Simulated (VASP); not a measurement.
**MoS2: single point with PBEsol**

Crystal: MoS2.

```
Mo S
1.0
    -3.14143    0.00000    0.00000
    -1.57072   -2.72056    0.00000
    -3.53411   -2.04042   12.57882
Mo S
2 4
Cartesian
  -1.5707 -0.9069 3.1447
  -3.1414 -1.8137 9.4341
  -1.5707 -0.9069 7.8750
  -3.1414 -1.8137 1.5856
  -1.5707 -0.9069 10.9932
  -3.1414 -1.8137 4.7038
```

* Program: VASP 6.6.1
* Task: single point
* Functional: PBEsol
* Potentials or basis: VASP PAW PBE potentials, release 64 (Mo_sv, S)
* Cutoff: 520 eV
* k mesh: 10 × 10 × 2
* Occupations: gaussian, width 0.05 eV
* Spin: no spin polarisation
* Dipole correction: no
* Further INCAR settings: ALGO = Normal; EDIFF = 1e-07; NBANDS = 35

| Item | Value |
| --- | --- |
| Pressure | 0.5 GPa |
| Largest force | 0.239 eV/Å |
| Band gap on the k mesh | 0.98 eV (least direct gap 1.98 eV) |

Forces in eV/Å, atoms in the order of the input:
```
Mo  -0.020 -0.011  0.028
Mo   0.020  0.011 -0.028
S   -0.002 -0.001 -0.004
S   -0.045 -0.026  0.233
S    0.045  0.026 -0.233
S    0.002  0.001  0.004
```

Stress tensor (GPa, compression positive):
```
 0.07 -0.03 -0.37
-0.03  0.10 -0.21
-0.37 -0.21  1.38
```

Levels at points of the mesh, in eV from the valence-band top:
| k point | band 23 | band 24 | band 25 | band 26 | band 27 | band 28 | band 29 | band 30 |
| --- | --- | --- | --- | --- | --- | --- | --- | --- |
| (0.00, 0.00, 0.00) | -2.11 | -1.32 | -1.23 | 0.00 | 2.19 | 2.22 | 2.25 | 2.26 |
| (0.50, 0.00, 0.00) | -1.61 | -1.49 | -1.45 | -1.14 | 1.75 | 1.78 | 2.24 | 2.27 |
| (0.50, 0.50, 0.00) | -1.62 | -1.50 | -1.46 | -1.07 | 1.75 | 1.78 | 2.23 | 2.26 |
| (0.00, 0.00, 0.50) | -2.09 | -2.09 | -0.37 | -0.26 | 2.19 | 2.22 | 2.26 | 2.28 |
| (0.50, 0.00, 0.50) | -1.55 | -1.53 | -1.40 | -1.16 | 1.76 | 1.77 | 2.10 | 2.39 |
| (0.50, 0.50, 0.50) | -1.54 | -1.54 | -1.43 | -1.07 | 1.76 | 1.76 | 2.13 | 2.36 |

Run time: 4 min on 1 thread of Intel(R) Xeon(R) Platinum 8259CL CPU @ 2.50GHz (Skylake/Cascade Lake), with other jobs on the host, peak memory 0.34 GiB.

Caveat: the PAW data sets were made with another functional, which shifts forces and pressure a little; this functional lacks dispersion, which binds the layers, so the pressure and a relaxed spacing across them are unreliable. A k mesh can miss the band edges.
